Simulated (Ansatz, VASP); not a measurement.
# One calculation of Rb, two programs

Contents of INCAR:

```
SYSTEM = Rb
PREC     = Accurate       ! precision mode
ENCUT    = 520            ! plane-wave cutoff, eV
EDIFF    = 1E-6           ! SCF threshold, eV
ISMEAR   = 0              ! smearing method
SIGMA    = 0.1            ! smearing width, eV
LREAL    = .FALSE.        ! projectors in reciprocal space
LASPH    = .TRUE.         ! aspherical terms in the spheres
NELM     = 80             ! most SCF steps
ALGO     = Fast           ! electronic algorithm
ISIF     = 2              ! what is computed and relaxed
LWAVE    = .FALSE.        ! write WAVECAR
LCHARG   = .FALSE.        ! write CHGCAR
GGA      = CA             ! functional
NBANDS   = 10             ! bands
```

Contents of KPOINTS:

```
regular mesh
0
G
  4 4 4
  0 0 0
```

The input POSCAR:

```
Rb
1.0
   -2.8025000000      2.8025000000      2.8025000000
    2.8025000000     -2.8025000000      2.8025000000
    2.8025000000      2.8025000000     -2.8025000000
Rb
1
Direct
    0.0000000000      0.0000000000      0.0000000000
```

Input for Ansatz:

```yaml
crystal:
  lattice:
    - [-2.8025, 2.8025, 2.8025]
    - [2.8025, -2.8025, 2.8025]
    - [2.8025, 2.8025, -2.8025]
  atoms:
    - { symbol: Rb, position: [0.0, 0.0, 0.0] }
basis:
  ecutwfc: 420
kpoints:
  mp_grid: { grid: [4, 4, 4] }
hamiltonian:
  xc: lda
  pseudopotentials: { kind: paw }
scf:
  occupations: { method: gaussian, width: 0.1 }
output:
  forces: true
  stress: true
  eigenvalues: true
```

Alike in both runs: task single point; functional LDA; k mesh 4 × 4 × 4; occupations gaussian, width 0.1 eV; no spin polarisation.

```csv
,VASP,Ansatz
version,VASP 6.6.1,Ansatz 0.2.0
potentials or method,"VASP PAW LDA potentials, release 64 (Rb_sv), cutoff 520 eV","scalar-relativistic, plane waves, PAW"
valence electrons in the cell,9,9
```

|  | VASP | Ansatz | Ansatz less VASP |
| --- | --- | --- | --- |
| gap on the k mesh at the Fermi level (eV) | none | none | - |
| pressure (GPa) | -0.3 | -0.3 | 0.00 |

LDA's correlation is that of Perdew and Zunger in VASP and of Perdew and Wang (1992) in Ansatz. A gap of «none» marks a metal or a gap that the smearing closes.

The k mesh is coarse, so the values compare programs but aren't converged.
